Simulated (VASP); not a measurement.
SrTiO3: single point with PBEsol

Crystal: SrTiO3.

```
Sr O Ti
1.0
     4.10635    0.00000    0.00000
     0.00000    4.10635    0.00000
     0.00000    0.00000    3.78595
Sr O Ti
1 3 1
Direct
  0.00000 0.00000 0.00000
  0.50000 0.50000 0.00000
  0.00000 0.50000 0.50000
  0.50000 0.00000 0.50000
  0.50000 0.50000 0.50000
```

```json
{
  "Program": "VASP 6.6.1",
  "Task": "single point",
  "Functional": "PBEsol",
  "Potentials or basis": "VASP PAW PBE potentials, release 64 (Sr_sv, O, Ti_sv)",
  "Cutoff": "600 eV",
  "k mesh": "8 × 8 × 8",
  "Occupations": "gaussian, width 0.02 eV",
  "Spin": "no spin polarisation"
}
```

```yaml
Pressure: -10.4 GPa
Band_gap_on_the_k_mesh: 1.59 eV (least direct gap 1.95 eV)
```

Stress tensor (GPa, compression positive):
```
-15.96   0.00   0.00
  0.00 -15.96   0.00
  0.00   0.00   0.58
```

Levels at points of the mesh, in eV from the valence-band top:
```tsv
k point	band 17	band 18	band 19	band 20	band 21	band 22	band 23	band 24
(0.00, 0.00, 0.00)	-0.88	-0.41	-0.41	-0.35	1.59	1.73	1.73	3.58
(0.50, 0.00, 0.00)	-1.87	-1.83	-0.72	-0.70	1.84	3.20	3.23	3.92
(0.50, 0.50, 0.00)	-1.84	-1.84	-1.74	-0.25	3.23	3.23	3.59	5.28
(0.00, 0.00, 0.50)	-2.28	-1.84	-0.80	-0.80	1.81	3.59	3.94	3.94
(0.50, 0.00, 0.50)	-1.77	-1.40	-1.39	-0.12	3.22	3.94	4.12	4.45
(0.50, 0.50, 0.50)	-3.18	-0.11	0.00	0.00	3.79	4.28	4.28	6.38
```

It took 5.3 min on 1 thread of Intel Xeon 8259CL, with other jobs on the host, peak memory 0.31 GiB.

Caveat: the cell stands under tension; the PAW data sets were made with another functional, which shifts forces and pressure a little. A k mesh can miss the band edges.
